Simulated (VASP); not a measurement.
# BeS (I-4m2) in VASP: further runs, part 2 of 2

VASP 6.6.1. Earlier steps stand in the parts before.

## 4. Single point, PBE

This run uses another cell than the first one, of the same volume but with other edges.

INCAR reads:

```
  ALGO = Normal
  EDIFF = 1E-6
  ENCUT = 600
  GGA = PE
  GGA_COMPAT = False
  ISIF = 2
  ISMEAR = -1
  LASPH = True
  LCHARG = True
  LELF = True
  LREAL = False
  LVHAR = True
  LWAVE = False
  NBANDS = 11
  NELM = 120
  PREC = Accurate
  SIGMA = 0.02
```

KPOINTS reads:

```
k-points
0
Gamma
  7 7 7
```

POSCAR reads:

```
BeS
1.0
    0.0000000000      2.3491685674      2.5840854242
    2.3491685674      0.0000000000      2.5840854242
    2.3491685674      2.3491685674      0.0000000000
Be S
1 1
Direct
    0.0000000000      0.0000000000      0.0000000000
    0.2500000000      0.2500000000      0.2500000000
```

Potentials or basis: VASP PAW PBE potentials, release 64 (Be, S).

Command:

```bash
> cat potpaw_PBE.64/Be/POTCAR potpaw_PBE.64/S/POTCAR > POTCAR
> mpirun -np 1 vasp_std > vasp.out
```

OUTCAR:

```text
EDIFF = 1E-6
   ENCUT = 600
   GGA = PE
   ISIF = 2
   ISMEAR = -1
   LASPH = True
   LREAL = False
   NELM = 120
   PREC = Accurate

 ion  position               nearest neighbor table
   1  0.000  0.000  0.000-   2 2.10   2 2.10   2 2.10   2 2.10
   2  0.250  0.250  0.250-   1 2.10   1 2.10   1 2.10   1 2.10

  LATTYP: Found a body centered tetragonal cell.
 ALAT       =     3.3222260483
 C/A-ratio  =     1.5556349186

  Lattice vectors:

 A1 = (  -2.3491685674,   0.0000000000,   2.5840854242)
 A2 = (   2.3491685674,   0.0000000000,   2.5840854242)
 A3 = (   0.0000000000,   2.3491685674,  -2.5840854242)

Analysis of symmetry for initial positions (statically):
=====================================================================
 Subroutine PRICEL returns:
 Original cell was already a primitive cell.

 Routine SETGRP: Setting up the symmetry group for a
 body centered tetragonal supercell.

 Subroutine GETGRP returns: Found  8 space group operations
 (whereof  8 operations were pure point group operations)
 out of a pool of 16 trial point group operations.

The static configuration has the point symmetry D_2d.

Analysis of symmetry for dynamics (positions and initial velocities):
=====================================================================
 Subroutine PRICEL returns:
 Original cell was already a primitive cell.

 Routine SETGRP: Setting up the symmetry group for a
 body centered tetragonal supercell.

 Subroutine GETGRP returns: Found  8 space group operations
 (whereof  8 operations were pure point group operations)
 out of a pool of 16 trial point group operations.

The dynamic configuration has the point symmetry D_2d.

 Subroutine INISYM returns: Found  8 space group operations
 (whereof  8 operations are pure point group operations),
 and found     1 'primitive' translations

[... 114 lines left out ...]
     AMIX_MAG =   1.60;   BMIX_MAG =  1.00
  volume/ion in A,a.u.               =      14.26        96.23
  Fermi-wavevector in a.u.,A,eV,Ry     =   1.071642  2.025110 15.625158  1.148417
  Thomas-Fermi vector in A             =   2.207388
   LORBIT       =      0    0 simple, 1 ext, 2 COOP (PROOUT), +10 PAW based schemes
   GGA     = PE    functional components
   LHFCALC =     F    Hartree Fock is set to
   AEXX    =    0.0000 exact exchange contribution
   IVDW    =     0    specifies the selected vdW correction
   LEPSILON=     F    determine dielectric tensor
   LRPA    =     F    only Hartree local field effects (RPA)
 non-spin polarized calculation
  energy-cutoff  :      600.00
  volume of cell :       28.52
 maximum number of plane-waves:       968
   NGX = 13   NGY = 13   NGZ = 13

 number of electron       7.9999999 magnetization

 Free energy of the ion-electron system (eV)
  ---------------------------------------------------
  ext. energy  EPLUGINS =         0.00000000
  ---------------------------------------------------
  free energy    TOTEN  =        -9.95229040 eV

  energy without entropy =       -9.95229040  energy(sigma->0) =       -9.95229040

 E-fermi :   4.7978     XC(G=0):  -9.7382

 val. band max:        4.3904266395   @ k =   0.0000   0.0000   0.0000
 cond. band min:       7.2473398041   @ k =   0.4286   0.0000   0.4286
 fundamental gap:      2.8569131646
 Fermi energy:         4.7977935544

 k-point     1 :       0.0000    0.0000    0.0000
  band No.  band energies     occupation
      1      -9.5022      2.00000
      2       3.7837      2.00000
      3       4.3904      2.00000
      4       4.3904      2.00000
      5       9.8763      0.00000
      6       9.8763      0.00000
      7      10.0041      0.00000
      8      10.0081      0.00000
      9      15.7799      0.00000
     10      18.0822      0.00000
     11      18.9980      0.00000
[... 309 lines left out ...]
 k-point    24 :      -0.4286    0.2857    0.1429
  band No.  band energies     occupation
      1      -7.7171      2.00000
      2      -0.6983      2.00000
      3       1.1423      2.00000
      4       2.2552      2.00000
      5      10.5108      0.00000
      6      11.4549      0.00000
      7      13.4441      0.00000
      8      14.3130      0.00000
      9      15.9494      0.00000
     10      17.9387      0.00000
     11      20.8459      0.00000

 [... further k-points ...]
[... 5 lines left out ...]
  --------------------------------------------------------------------------------------
  -------------------------------------------------------------------------------------
  Total        0.9123386      0.9123386     -1.0182594      0.0000000      0.0000000      0.0000000
  in kB       51.2508900     51.2508900    -57.2010222      0.0000000      0.0000000      0.0000000
  external PRESSURE =      15.1002526 kB  Pullay stress =       0.0000000 kB

 VOLUME and BASIS-vectors are now :
 -----------------------------------------------------------------------------
  energy-cutoff  :      600.00
  volume of cell :       28.52
      direct lattice vectors                 reciprocal lattice vectors
     0.000000000  2.349168567  2.584085424    -0.212841261  0.212841261  0.193492055
     2.349168567  0.000000000  2.584085424     0.212841261 -0.212841261  0.193492055
     2.349168567  2.349168567  0.000000000     0.212841261  0.212841261 -0.193492055

 POSITION                                       TOTAL-FORCE (eV/Angst)
 -----------------------------------------------------------------------------------
      0.00000      0.00000      0.00000         0.000000      0.000000      0.000000
      1.17458      1.17458      1.29204        -0.000000     -0.000000     -0.000000
 -----------------------------------------------------------------------------------
    total drift:                               -0.000000     -0.000000      0.000000

  FREE ENERGIE OF THE ION-ELECTRON SYSTEM (eV)
  ---------------------------------------------------
  free  energy   TOTEN  =        -9.9522903996 eV

  energy  without entropy=       -9.9522903996  energy(sigma->0) =       -9.95229040
```

Wall time 28 s (1 thread of Intel Xeon 8259CL, shared host); peak memory 0.15 GiB.

What came out:

| Item | Value |
| --- | --- |
| Free energy | -9.9523 eV |
| Pressure | 1.5 GPa |
| Band gap on the k mesh | 2.86 eV (least direct gap 5.46 eV) |

Stress tensor (GPa, compression positive):
```
 5.13  0.00  0.00
 0.00  5.13  0.00
 0.00  0.00 -5.72
```

Caveat: an odd mesh through Γ misses points on the zone boundary, where band edges can lie.

## 5. Overview

```csv
cell,gap on the mesh (eV),pressure (GPa)
"a = 3.379, b = 3.379, c = 3.552 Å, angles 58.3, 58.3, 63.4°, 2 atoms",2.54,1.4
"a = 3.394, b = 3.394, c = 3.509 Å, angles 58.9, 58.9, 62.3°, 2 atoms",2.76,1.5
"a = 3.492, b = 3.492, c = 3.322 Å, angles 61.6, 61.6, 56.8°, 2 atoms",2.86,1.5
```

Alike in all rows: task single point; level PBE; potentials or basis VASP PAW PBE potentials, release 64 (Be, S); no spin polarisation; k mesh 7 × 7 × 7; cutoff (eV) 600; smearing fermi-dirac 0.02 eV.

Caveats: an odd mesh through Γ misses points on the zone boundary, where band edges can lie.

Total energies depend on the potentials used, so only differences within one code and one set of settings carry meaning.
